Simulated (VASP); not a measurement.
# PtS2 in VASP: a series of runs

Runs on PtS2. Level: revPBE. Tasks: single point.

Everything below comes from runs of VASP 6.6.1. Logs are shortened: lines on timing, memory, paths and dates and some standing lists are left out, and cuts for length are marked.

**1. The cell of the first run**

The cell holds a sheet with vacuum, 3 atoms: a = 3.543 Å, b = 3.543 Å, c = 18.288 Å, α = 90.00°, β = 90.00°, γ = 60.00°.

**2. Single point, revPBE**

File INCAR:

```
GGA = RE ; LDIPOL = True
IDIPOL = 3 ; DIPOL = 0.5 0.5 0.500
ISMEAR = 0 ; SIGMA = 0.03
LWAVE = False ; LCHARG = False
ISIF = 0 ; PREC = Accurate
LASPH = True ; LREAL = False
ALGO = Normal ; EDIFF = 1E-6
NELM = 120 ; GGA_COMPAT = False
ENCUT = 340 ; EFERMI = MIDGAP
NELMDL = -8 ; NBANDS = 22
```

File KPOINTS:

```
Automatic mesh
0
Gamma
  7 7 1
  0 0 0
```

File POSCAR:

```
PtS2
1.0
    3.5432000000      0.0000000000      0.0000000000
    1.7716000000      3.0685012107      0.0000000000
    0.0000000000      0.0000000000     18.2876152000
S Pt
2 1
Direct
    0.0000000000      0.0000000000      0.4374545239
    0.6666666666      0.6666666666      0.5625454761
    0.3333333333      0.3333333333      0.5000000000
```

Potentials or basis: VASP PAW PBE potentials, release 64 (S, Pt).

Launch:

```bash
$ cat potpaw_PBE.64/S/POTCAR potpaw_PBE.64/Pt/POTCAR > POTCAR
$ mpirun -np 1 vasp_std > vasp.out
```

OUTCAR:

```text
GGA = RE
   ISMEAR = 0
   ISIF = 0
   PREC = Accurate
   LASPH = True
   LREAL = False
   EDIFF = 1E-6
   NELM = 120
   ENCUT = 340
   EFERMI = MIDGAP
   NELMDL = -8

 Found      8 irreducible k-points:

 Following reciprocal coordinates:
            Coordinates               Weight
  0.000000  0.000000  0.000000      1.000000
  0.142857  0.000000  0.000000      6.000000
  0.285714  0.000000  0.000000      6.000000
  0.428571  0.000000  0.000000      6.000000
  0.285714  0.142857  0.000000      6.000000
  0.428571  0.142857  0.000000     12.000000
   k-points           NKPTS =      8   k-points in BZ     NKDIM =      8   number of bands    NBANDS=     22
   number of dos      NEDOS =    301   number of ions     NIONS =      3
   total plane-waves  NPLWV =  64512
   dimension x,y,z NGX =    24 NGY =   24 NGZ =  112
   dimension x,y,z NGXF=    48 NGYF=   48 NGZF=  224
   ions per type =               2   1
   NGX,Y,Z   is equivalent  to a cutoff of  11.26, 11.26, 10.18 a.u.
   NGXF,Y,Z  is equivalent  to a cutoff of  22.52, 22.52, 20.36 a.u.
 SYSTEM =  unknown system
   PREC   = accura    normal or accurate (medium, high low for compatibility)
   ISTART =      0    job   : 0-new  1-cont  2-samecut
   ICHARG =      2    charge: 1-file 2-atom 10-const
   ISPIN  =      1    spin polarized calculation?
   LNONCOLLINEAR =      F non collinear calculations
   LSORBIT =      F    spin-orbit coupling
   LASPH  =      T    aspherical Exc in radial PAW
   ENCUT  =  340.0 eV  24.99 Ry    5.00 a.u.   5.33  5.33 27.49*2*pi/ulx,y,z
   NELM   =    120;   NELMIN=  2; NELMDL= -8     # of ELM steps
   EDIFF  = 0.1E-05   stopping-criterion for ELM
   LREAL  =      F    real-space projection
   EDIFFG = 0.1E-04   stopping-criterion for IOM
   NSW    =      0    number of steps for IOM
   IBRION =     -1    ionic relax: 0-MD 1-quasi-New 2-CG
   NFREE  =      0    steps in history (QN), initial steepest desc. (CG)
   ISIF   =      0    stress and relaxation
   ISYM   =      2    0-nonsym 1-usesym 2-fastsym
   POTIM  = 0.5000    time-step for ionic-motion
   TEBEG  =    0.0;   TEEND  =   0.0 temperature during run

   SCALEE = 1.0000    scale energy and forces
   PSTRESS=    0.0 pullay stress
   NELECT =      22.0000    total number of electrons
   NUPDOWN=      -1.0000    fix difference up-down
   EMIN   =  10.00;   EMAX   =-10.00  energy-range for DOS
   EFERMI =   0.00;   METHOD = MIDGAP
   ISMEAR =     0;   SIGMA  =   0.03  broadening in eV -4-tet -1-fermi 0-gaus
   EFERMI_NEDOS =   21; number of points for ismear=-14 and -15
   IALGO  =     38    algorithm
   IMIX   =      4    mixing-type and parameters
     AMIX     =   0.40;   BMIX     =  1.00
     AMIX_MAG =   1.60;   BMIX_MAG =  1.00
  volume/ion in A,a.u.               =      66.28       447.25
  Fermi-wavevector in a.u.,A,eV,Ry     =   0.785940  1.485211  8.404341  0.617702
  Thomas-Fermi vector in A             =   1.890378
   LORBIT       =      0    0 simple, 1 ext, 2 COOP (PROOUT), +10 PAW based schemes
   GGA     = RE    functional components
   LHFCALC =     F    Hartree Fock is set to
   AEXX    =    0.0000 exact exchange contribution
   IVDW    =     0    specifies the selected vdW correction
   LEPSILON=     F    determine dielectric tensor
   LRPA    =     F    only Hartree local field effects (RPA)

   CSHIFT  =0.1000    complex shift for real part using Kramers Kronig

   OMEGAMAX=  -1.0    maximum frequency
 non-spin polarized calculation
 Gauss-broadening in eV      SIGMA  =   0.03
  energy-cutoff  :      340.00
  volume of cell :      198.83
 maximum number of plane-waves:      2875
 NGX is ok and might be reduce to    24
   NGX = 11   NGY = 11   NGZ = 55

 number of electron      21.9999989 magnetization

 DIPCOR: dipole corrections for dipol
 direction  3 min pos     1,
 dipolmoment           0.000000      0.000000     -0.000000 electrons x Angstroem
 Tr[quadrupol]       -40.435299

 energy correction for charged system         0.000000 eV

 dipol+quadrupol energy correction           -0.000000 eV

 added-field ion interaction          0.000000 eV  (added to PSCEN)

 Free energy of the ion-electron system (eV)
  ---------------------------------------------------
  ext. energy  EPLUGINS =         0.00000000
  ---------------------------------------------------
  free energy    TOTEN  =       -14.26725475 eV

  energy without entropy =      -14.26725475  energy(sigma->0) =      -14.26725475

 E-fermi :  -1.8125     XC(G=0):  -3.4896

 val. band max:       -2.7846638812   @ k =   0.2857   0.1429   0.0000
 cond. band min:      -0.8403051906   @ k =   0.2857   0.0000   0.0000
 fundamental gap:      1.9443586906
 Fermi energy:        -1.8124845359

 k-point     1 :       0.0000    0.0000    0.0000
  band No.  band energies     occupation
      1     -17.4343      2.00000
      2     -14.6674      2.00000
      3      -9.0707      2.00000
      4      -9.0707      2.00000
      5      -8.2871      2.00000
      6      -6.0395      2.00000
[... 14 lines left out ...]
     21       5.8053      0.00000
     22       6.9214      0.00000

 k-point     2 :       0.1429    0.0000    0.0000
  band No.  band energies     occupation
      1     -17.1648      2.00000
      2     -14.7809      2.00000
      3      -8.9597      2.00000
      4      -8.8910      2.00000
      5      -8.0711      2.00000
      6      -6.4499      2.00000
[... 14 lines left out ...]
     21       6.6834      0.00000
     22       7.3111      0.00000

 k-point     3 :       0.2857    0.0000    0.0000
  band No.  band energies     occupation
      1     -16.4592      2.00000
      2     -15.0249      2.00000
      3      -8.7737      2.00000
      4      -8.5018      2.00000
      5      -7.8096      2.00000
      6      -7.1506      2.00000
[... 14 lines left out ...]
     21       7.5788      0.00000
     22       7.7856      0.00000

 k-point     4 :       0.4286    0.0000    0.0000
  band No.  band energies     occupation
      1     -15.7352      2.00000
      2     -15.1990      2.00000
      3      -9.4979      2.00000
      4      -8.2820      2.00000
      5      -7.3949      2.00000
      6      -6.7645      2.00000
[... 14 lines left out ...]
     21       7.3632      0.00000
     22       7.7279      0.00000

 k-point     5 :       0.2857    0.1429    0.0000
  band No.  band energies     occupation
      1     -16.6728      2.00000
      2     -14.9589      2.00000
      3      -8.7348      2.00000
      4      -8.6280      2.00000
      5      -7.7857      2.00000
      6      -6.8513      2.00000
[... 14 lines left out ...]
     21       7.4553      0.00000
     22       7.7256      0.00000

 k-point     6 :       0.4286    0.1429    0.0000
  band No.  band energies     occupation
      1     -15.9171      2.00000
      2     -15.1677      2.00000
      3      -8.9033      2.00000
      4      -8.4143      2.00000
      5      -7.7187      2.00000
      6      -6.8763      2.00000
[... 14 lines left out ...]
     21       7.5158      0.00000
     22       7.9630      0.00000

 [... further k-points ...]

------------------------ aborting loop because EDIFF is reached ----------------------------------------

 vacuum level on the upper side and lower side of the slab       (xc-potential included)        -0.124        -0.124

 VOLUME and BASIS-vectors are now :
 -----------------------------------------------------------------------------
  energy-cutoff  :      340.00
  volume of cell :      198.83
      direct lattice vectors                 reciprocal lattice vectors
     3.543200000  0.000000000  0.000000000     0.282230752 -0.162946001  0.000000000
     1.771600000  3.068501211  0.000000000     0.000000000  0.325892001  0.000000000
     0.000000000  0.000000000 18.287615200     0.000000000  0.000000000  0.054681815

 POSITION                                       TOTAL-FORCE (eV/Angst)
 -----------------------------------------------------------------------------------
      0.00000      0.00000      8.00000         0.000000      0.000000     -1.493998
      3.54320      2.04567     10.28762         0.000000     -0.000000      1.493998
      1.77160      1.02283      9.14381        -0.000000     -0.000000      0.000000
 -----------------------------------------------------------------------------------
    total drift:                                0.000000      0.000000      0.000000

  FREE ENERGIE OF THE ION-ELECTRON SYSTEM (eV)
  ---------------------------------------------------
  free  energy   TOTEN  =       -14.2672547477 eV

  energy  without entropy=      -14.2672547477  energy(sigma->0) =      -14.26725475

 vacuum level on the upper side and lower side of the slab         3.331         3.331
```

Wall time 28 s (1 thread of Intel Xeon Platinum 8259CL at 2.50GHz (Skylake/Cascade Lake), shared host); peak memory 0.23 GiB.

Results:

```
Free energy            : -14.2673 eV
Largest force          : 1.494 eV/Å
Band gap on the k mesh : 1.94 eV (least direct gap 2.08 eV)
```

Forces on the atoms (eV/Å):
```
S    0.000  0.000 -1.494
S    0.000  0.000  1.494
Pt   0.000  0.000  0.000
```

Levels at points of the mesh, in eV from the valence-band top:
| k point | band 9 | band 10 | band 11 | band 12 | band 13 | band 14 |
| --- | --- | --- | --- | --- | --- | --- |
| (0.00, 0.00, 0.00) | -0.70 | -0.48 | -0.48 | 3.46 | 3.46 | 5.39 |

Caveat: the PAW data sets were made with another functional, which shifts forces and pressure a little; spin-orbit coupling is left out, which moves the levels of the heavy elements.

**3. Single point, revPBE**

File INCAR:

```
GGA = RE ; LDIPOL = True
IDIPOL = 3 ; DIPOL = 0.5 0.5 0.500
ISMEAR = 0 ; SIGMA = 0.03
LWAVE = False ; LCHARG = False
ISIF = 0 ; PREC = Accurate
LASPH = True ; LREAL = False
ALGO = Normal ; EDIFF = 1E-8
NELM = 120 ; GGA_COMPAT = False
ENCUT = 590 ; EFERMI = MIDGAP
NELMDL = -8 ; NBANDS = 33
```

File KPOINTS:

```
Automatic mesh
0
Gamma
  14 14 1
  0 0 0
```

POSCAR is that of step 2.

Potentials or basis: VASP PAW PBE potentials, release 64 (S, Pt).

Launch:

```bash
$ cat potpaw_PBE.64/S/POTCAR potpaw_PBE.64/Pt/POTCAR > POTCAR
$ mpirun -np 1 vasp_std > vasp.out
```

Run time: 4.3 min. Hardware: 1 thread of Intel Xeon Platinum 8259CL at 2.50GHz (Skylake/Cascade Lake), shared host; peak memory 0.42 GiB.

The run converged. Its results:

```yaml
Free_energy: -14.2685 eV
Largest_force: 1.493 eV/Å
Band_gap_on_the_k_mesh: 1.87 eV (least direct gap 1.98 eV)
```

Forces in eV/Å, atoms in the order of the input:
```
S    0.000  0.000 -1.493
S    0.000  0.000  1.493
Pt   0.000  0.000  0.000
```

Levels at points of the mesh, in eV from the valence-band top:
```
           k point  band 9  band 10  band 11  band 12  band 13  band 14
(0.00, 0.00, 0.00)   -0.71    -0.48    -0.48     3.46     3.46     5.39
(0.50, 0.00, 0.00)   -2.50    -1.78    -1.42     2.96     3.24     5.80
```

Caveat: the PAW data sets were made with another functional, which shifts forces and pressure a little; spin-orbit coupling is left out, which moves the levels of the heavy elements.
